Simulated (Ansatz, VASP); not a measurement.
# Two plane-wave programs on MgO

```
Mg O
1.0
     3.25534    0.00000    0.00000
    -1.62767    2.81920    0.00000
     0.00000    0.00000   10.41495
Mg O
4 4
Direct
  0.33333 0.66667 0.96960
  0.00000 0.00000 0.22095
  0.00000 0.00000 0.72095
  0.66667 0.33333 0.46960
  0.33333 0.66667 0.77992
  0.84026 0.00000 0.47961
  0.00000 0.00000 0.02954
  0.66667 0.33333 0.27992
```

Alike in both runs: task single point; functional PBEsol; k mesh 9 × 9 × 4; occupations gaussian, width 0.05 eV; no spin polarisation.

|  | VASP | Ansatz |
| --- | --- | --- |
| version | VASP 6.6.1 | Ansatz 0.2.0 |
| potentials or method | VASP PAW PBE potentials, release 64 (Mg, O), cutoff 520 eV | scalar-relativistic, plane waves, PAW |
| valence electrons in the cell | 32 | 64 |

```tsv
	VASP	Ansatz	Ansatz less VASP
gap on the k mesh at the Fermi level (eV)	1.41	1.44	+0.033
least direct gap on the mesh (eV)	1.41	1.44	+0.033
pressure (GPa)	14.3	13.4	-0.87
traceless stress, the component that is largest in VASP (GPa)	-23.47	-21.88	+1.591
rms of the force components (eV/Å)	5.715	5.347	-0.3679
```

VASP's potentials were made for PBE, not for PBEsol, and Ansatz warns of the same on its side. Atom by atom the forces differ by 0.373 eV/Å (rms over components). With one functional, cell and mesh, what is left measures potentials, basis and numerics. VASP's potentials hold 32 valence electrons a cell and Ansatz's 64, so a difference there can come from the potentials and not from the codes.
